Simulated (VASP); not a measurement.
# As (Cmce) in VASP: single point with PBE+D3(BJ)

Aim: the single point of As with PBE+D3(BJ).

Program: VASP 6.6.1. These are calculated values, not measurements. Logs are shortened: lines on timing, memory, paths and dates and some standing lists are left out, and cuts for length are marked.

## (1) The cell of the first run

The structure is orthorhombic, space group Cmce (No. 64). The conventional cell has a = 3.735 Å, b = 10.831 Å, c = 4.301 Å, α = 90.00°, β = 90.00°, γ = 90.00°. As (site symmetry m) has 5 As at 2.49 to 3.23 Å within 3.3 Å.

## (2) Single point, PBE+D3(BJ)

INCAR reads:

```
  ALGO = Normal
  EDIFF = 1E-7
  ENCUT = 520
  GGA = PE
  ISIF = 2
  ISMEAR = 0
  IVDW = 12
  LASPH = T
  LCHARG = F
  LREAL = F
  LWAVE = F
  NBANDS = 18
  NELM = 60
  PREC = Accurate
  SIGMA = 0.1
```

KPOINTS reads:

```
k-points
0
Gamma
  12 12 10
```

POSCAR reads:

```
As
1.0
    1.8673970467     -5.4155872347      0.0000000000
    1.8673970467      5.4155872347      0.0000000000
    0.0000000000      0.0000000000      4.3014404847
As
4
Direct
    0.8873935504      0.1126064496      0.0557612835
    0.6126064496      0.3873935504      0.5557612835
    0.1126064496      0.8873935504      0.9442387165
    0.3873935504      0.6126064496      0.4442387165
```

Potentials or basis: VASP PAW PBE potentials, release 64 (As).

Run with:

```sh
$ cat potpaw_PBE.64/As/POTCAR > POTCAR
$ mpirun -np 1 vasp_std > vasp.out
```

OUTCAR:

```text
EDIFF = 1E-7
   ENCUT = 520
   GGA = PE
   ISIF = 2
   ISMEAR = 0
   IVDW = 12
   LASPH = T
   LREAL = F
   NELM = 60
   PREC = Accurate
 IVDW          = 12

 ion  position               nearest neighbor table
   1  0.887  0.113  0.056-   3 2.49   4 2.51   4 2.51
   2  0.613  0.387  0.556-   4 2.49   3 2.51   3 2.51
   3  0.113  0.887  0.944-   1 2.49   2 2.51   2 2.51
   4  0.387  0.613  0.444-   2 2.49   1 2.51   1 2.51

  LATTYP: Found a base centered orthorhombic cell.
 ALAT       =     3.7347940934
 B/A-ratio  =     2.9000727212
 C/A-ratio  =     1.1517209188

  Lattice vectors:

 A1 = (   1.8673970467,  -5.4155872347,   0.0000000000)
 A2 = (   1.8673970467,   5.4155872347,   0.0000000000)
 A3 = (   0.0000000000,   0.0000000000,   4.3014404847)

Analysis of symmetry for initial positions (statically):
=====================================================================
 Subroutine PRICEL returns:
 Original cell was already a primitive cell.

 Routine SETGRP: Setting up the symmetry group for a
 base centered orthorhombic supercell.

 Subroutine GETGRP returns: Found  8 space group operations
 (whereof  4 operations were pure point group operations)
 out of a pool of  8 trial point group operations.

The static configuration has the point symmetry C_2h.
 The point group associated with its full space group is D_2h.

Analysis of symmetry for dynamics (positions and initial velocities):
=====================================================================
 Subroutine PRICEL returns:
 Original cell was already a primitive cell.

 Routine SETGRP: Setting up the symmetry group for a
 base centered orthorhombic supercell.

 Subroutine GETGRP returns: Found  8 space group operations
 (whereof  4 operations were pure point group operations)
 out of a pool of  8 trial point group operations.

The dynamic configuration has the point symmetry C_2h.
 The point group associated with its full space group is D_2h.

 Subroutine INISYM returns: Found  8 space group operations
 (whereof  4 operations are pure point group operations),
 and found     1 'primitive' translations

----------------------------------------------------------------------------------------

                                     Primitive cell

  volume of cell :      87.0014

  direct lattice vectors                    reciprocal lattice vectors
[... 92 lines left out ...]
   LREAL  =      F    real-space projection
   EDIFFG = 0.1E-05   stopping-criterion for IOM
   NSW    =      0    number of steps for IOM
   IBRION =     -1    ionic relax: 0-MD 1-quasi-New 2-CG
   NFREE  =      0    steps in history (QN), initial steepest desc. (CG)
   ISIF   =      2    stress and relaxation
   ISYM   =      2    0-nonsym 1-usesym 2-fastsym
   POTIM  = 0.5000    time-step for ionic-motion
   TEBEG  =    0.0;   TEEND  =   0.0 temperature during run
   PSTRESS=    0.0 pullay stress
   NELECT =      20.0000    total number of electrons
   NUPDOWN=      -1.0000    fix difference up-down
   EMIN   =  10.00;   EMAX   =-10.00  energy-range for DOS
   EFERMI =   0.00;   METHOD = LEGACY
   ISMEAR =     0;   SIGMA  =   0.10  broadening in eV -4-tet -1-fermi 0-gaus
   EFERMI_NEDOS =   21; number of points for ismear=-14 and -15
   IALGO  =     38    algorithm
   IMIX   =      4    mixing-type and parameters
     AMIX     =   0.40;   BMIX     =  1.00
     AMIX_MAG =   1.60;   BMIX_MAG =  1.00
  volume/ion in A,a.u.               =      21.75       146.78
  Fermi-wavevector in a.u.,A,eV,Ry     =   1.002866  1.895141 13.683919  1.005740
  Thomas-Fermi vector in A             =   2.135381
   LORBIT       =      0    0 simple, 1 ext, 2 COOP (PROOUT), +10 PAW based schemes
   GGA     = PE    functional components
   LHFCALC =     F    Hartree Fock is set to
   AEXX    =    0.0000 exact exchange contribution
   IVDW    =    12    specifies the selected vdW correction
   LEPSILON=     F    determine dielectric tensor
   LRPA    =     F    only Hartree local field effects (RPA)
 non-spin polarized calculation
 Gauss-broadening in eV      SIGMA  =   0.10
  energy-cutoff  :      520.00
  volume of cell :       87.00
 maximum number of plane-waves:      2372
 NGX is ok and might be reduce to    48
   NGX = 21   NGY = 21   NGZ = 15

 number of electron      19.9999997 magnetization

 Free energy of the ion-electron system (eV)
  ---------------------------------------------------
  ext. energy  EPLUGINS =         0.00000000
  ---------------------------------------------------
  free energy    TOTEN  =       -18.51546659 eV

  energy without entropy =      -18.51425649  energy(sigma->0) =      -18.51486154

 E-fermi :   5.0741     XC(G=0):  -9.9272

 val. band max:        5.0721172946   @ k =   0.5000   0.5000   0.1000
 cond. band min:       5.0870773255   @ k =   0.5000   0.4167   0.1000
 fundamental gap:      0.0149600309
 Fermi energy:         5.0741036143

 k-point     1 :       0.0000    0.0000    0.0000
  band No.  band energies     occupation
      1      -9.7405      2.00000
      2      -6.8027      2.00000
      3      -4.0922      2.00000
      4      -1.1110      2.00000
      5      -0.8345      2.00000
      6       0.8338      2.00000
[... 481 lines left out ...]
      5       0.4003      2.00000
      6       1.1435      2.00000
[... 10 lines left out ...]
     17      10.7531      0.00000
     18      12.2023      0.00000

 [... further k-points ...]

------------------------ aborting loop because EDIFF is reached ----------------------------------------

 Edisp (eV)   -1.65858

 E8    (eV) :    -0.7019

  FORCE on cell =-STRESS in cart. coord.  units (eV):
  Direction    XX          YY          ZZ          XY          YZ          ZX
  --------------------------------------------------------------------------------------
  -------------------------------------------------------------------------------------
  Total       0.17420     0.19616     0.15647     0.00000    -0.00000     0.00000
  in kB       3.20795     3.61242     2.88139     0.00000    -0.00000     0.00000
  external pressure =        3.23 kB  Pullay stress =        0.00 kB

 VOLUME and BASIS-vectors are now :
 -----------------------------------------------------------------------------
  energy-cutoff  :      520.00
  volume of cell :       87.00
      direct lattice vectors                 reciprocal lattice vectors
     1.867397047 -5.415587235  0.000000000     0.267752378 -0.092326091  0.000000000
     1.867397047  5.415587235  0.000000000     0.267752378  0.092326091  0.000000000
     0.000000000  0.000000000  4.301440485     0.000000000  0.000000000  0.232480259

 POSITION                                       TOTAL-FORCE (eV/Angst)
 -----------------------------------------------------------------------------------
      1.86740     -4.19593      0.23985         0.000000      0.045521     -0.045417
      1.86740     -1.21966      2.39057         0.000000     -0.045521     -0.045417
      1.86740      4.19593      4.06159         0.000000     -0.045521      0.045417
      1.86740      1.21966      1.91087         0.000000      0.045521      0.045417
 -----------------------------------------------------------------------------------
    total drift:                               -0.000000     -0.000000      0.000000

  FREE ENERGIE OF THE ION-ELECTRON SYSTEM (eV)
  ---------------------------------------------------
  free  energy   TOTEN  =       -20.1740491823 eV

  energy  without entropy=      -20.1728390891  energy(sigma->0) =      -20.17344414
```

OSZICAR:

```text
N       E                     dE             d eps       ncg     rms          rms(c)
DAV:   1     0.652240754022E+02    0.65224E+02   -0.79401E+03  9288   0.930E+02
DAV:   2    -0.141827757688E+02   -0.79407E+02   -0.76610E+02 12742   0.141E+02
DAV:   3    -0.185315378891E+02   -0.43488E+01   -0.43148E+01 11342   0.342E+01
DAV:   4    -0.185623691435E+02   -0.30831E-01   -0.30814E-01 11036   0.324E+00
DAV:   5    -0.185624929363E+02   -0.12379E-03   -0.12379E-03 11010   0.222E-01    0.472E+00
DAV:   6    -0.185321596009E+02    0.30333E-01   -0.12768E-02 10410   0.665E-01    0.284E+00
DAV:   7    -0.185152646078E+02    0.16895E-01   -0.29203E-02 10018   0.101E+00    0.121E-01
DAV:   8    -0.185153794927E+02   -0.11488E-03   -0.84178E-04 10206   0.160E-01    0.513E-02
DAV:   9    -0.185154679153E+02   -0.88423E-04   -0.16369E-04 10678   0.721E-02    0.159E-02
DAV:  10    -0.185154665235E+02    0.13918E-05   -0.86941E-06 10276   0.167E-02    0.656E-03
DAV:  11    -0.185154663090E+02    0.21451E-06   -0.22308E-06 10348   0.858E-03    0.136E-03
DAV:  12    -0.185154665440E+02   -0.23503E-06   -0.71526E-08  6456   0.149E-03    0.363E-04
DAV:  13    -0.185154665861E+02   -0.42120E-07   -0.14301E-08  5366   0.751E-04
   1 F= -.20174049E+02 E0= -.20173444E+02  d E =-.121009E-02
```

stdout:

```text
POSCAR found type information on POSCAR As
 POSCAR found :  1 types and       4 ions
 scaLAPACK will be used
 LDA part: xc-table for (Slater+PW92), standard interpolation
 POSCAR, INCAR and KPOINTS ok, starting setup
 FFT: planning ... GRIDC
 FFT: planning ... GRID_SOFT
 FFT: planning ... GRID
 WAVECAR not read
 entering main loop
```

It took 8.7 min on 1 thread of Intel Xeon 6975P-C, shared host; peak memory 0.48 GiB.

What came out:

- Free energy: -20.1740 eV
- Pressure: 0.3 GPa
- Largest force: 0.064 eV/Å
- Band gap on the k mesh: zero (band 10 reaches 5.23 eV, above the bottom of band 11 at 4.88 eV)
- Dispersion energy per atom: -0.415 eV

Forces on the atoms (eV/Å):
```
As   0.000  0.046 -0.045
As   0.000 -0.046 -0.045
As   0.000 -0.046  0.045
As   0.000  0.046  0.045
```

Levels at points of the mesh, in eV from the Fermi level:
```tsv
k point	band 6	band 7	band 8	band 9	band 10	band 11	band 12	band 13	band 14	band 15
(0.00, 0.00, 0.00)	-4.24	-3.32	-2.26	-2.02	-0.90	1.96	2.37	2.46	3.59	4.87
(0.50, 0.00, 0.00)	-3.61	-2.38	-2.38	-2.15	-2.15	0.83	0.83	1.25	1.25	3.30
(0.50, 0.50, 0.00)	-4.21	-3.77	-1.67	-1.49	-0.44	0.00	1.98	2.28	3.14	4.96
(0.00, 0.00, 0.50)	-4.38	-2.14	-2.14	-0.56	-0.56	0.81	0.81	1.66	1.66	5.27
(0.50, 0.00, 0.50)	-5.59	-4.72	-4.72	-1.84	-1.84	1.97	1.97	5.16	5.16	6.80
(0.50, 0.50, 0.50)	-2.29	-1.72	-1.72	-1.13	-1.13	1.44	1.44	1.77	1.77	2.29
```

Caveat: pairwise dispersion overbinds metals, which lowers pressure and volume.
